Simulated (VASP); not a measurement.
Set up this calculation in VASP 6.6.1, as the native input.

- Task: single point
- Functional: PBEsol
- Potentials or basis: VASP PAW PBE potentials, release 64 (Sb, Pd)
- Cutoff: 500 eV
- k mesh: 4 × 4 × 4
- Occupations: methfessel-paxton, width 0.15 eV
- Spin: no spin polarisation
- Dipole correction: no
- Further INCAR settings: ALGO = Normal; EDIFF = 1e-06; NBANDS = 26

The structure of SbPd3 lies in POSCAR:

```
SbPd3
1.0
    0.0000000000      3.1938780000      3.1938780000
    3.1938780000      0.0000000000      3.1938780000
    3.1938780000      3.1938780000      0.0000000000
Sb Pd
1 3
Direct
    0.5000000000      0.5000000000      0.5000000000
    0.7500000000      0.7500000000      0.7500000000
    0.2500000000      0.2500000000      0.2500000000
    0.0000000000      0.0000000000      0.0000000000
```

These files were run (other wordings do the same):

INCAR

```
ALGO = Normal ; EDIFF = 1E-6
ENCUT = 500 ; GGA = PS
GGA_COMPAT = F ; ISIF = 2
ISMEAR = 1 ; LASPH = T
LCHARG = F ; LREAL = F
LWAVE = F ; NBANDS = 26
NELM = 120 ; PREC = Accurate
SIGMA = 0.15
```

KPOINTS

```
k-points
0
Gamma
  4 4 4
```

Potentials or basis: VASP PAW PBE potentials, release 64 (Sb, Pd).

Launch:

```bash
$ cat potpaw_PBE.64/Sb/POTCAR potpaw_PBE.64/Pd/POTCAR > POTCAR
$ mpirun -np 1 vasp_std > vasp.out
```

Results of the run:

```yaml
Pressure: -2.9 GPa
```

Caveat: the k points lie up to 0.43 Å⁻¹ apart; the PAW data sets were made with another functional, which shifts forces and pressure a little.

Wall time 38 s on 1 thread of Intel Xeon 8259CL (shared host), peak memory 0.2 GiB.
